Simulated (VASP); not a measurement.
The system is Sb.

```
Sb
1.0
    -1.72500    1.72500    1.72500
     1.72500   -1.72500    1.72500
     1.72500    1.72500   -1.72500
Sb
1
Direct
  0.00000 0.00000 0.00000
```

| Property | Result |
| --- | --- |
| Program | VASP 6.6.1 |
| Task | relaxation of cell and atoms |
| Functional | PBE |
| Dispersion | D4 |
| Potentials or basis | VASP PAW PBE potentials, release 64 (Sb) |
| Cutoff | 600 eV |
| k mesh | 10 × 10 × 10 |
| Occupations | fermi-dirac, width 0.1 eV |
| Spin | no spin polarisation |

At the start: pressure 27.4 GPa; volume 20.53 Å³/atom.

Q: Where does the relaxation end?

A: Over 3 steps the energy falls by 384.7 meV/atom and the volume is 26.25 Å³/atom (+27.8 %); space group Im-3m (No. 229, to 0.05 Å).

Step by step:
```csv
step,energy change (eV),largest force (eV/Å),pressure (GPa),volume (Å³)
1,0.0000,0.0000,27.41,20.53
2,-0.1477,0.0000,-8.98,32.84
3,-0.3847,0.0000,-0.28,26.25
```

Final structure:
```
Sb
1.0
    -1.87212    1.87212    1.87212
     1.87212   -1.87212    1.87212
     1.87212    1.87212   -1.87212
Sb
1
Cartesian
  0.0000 0.0000 0.0000
```

Caveat: the volume moved by over 15 % at a fixed basis, so the end points are rough; the volume moved by +28 % from the deposited cell, more than functionals usually miss; pairwise dispersion overbinds metals, which lowers pressure and volume.
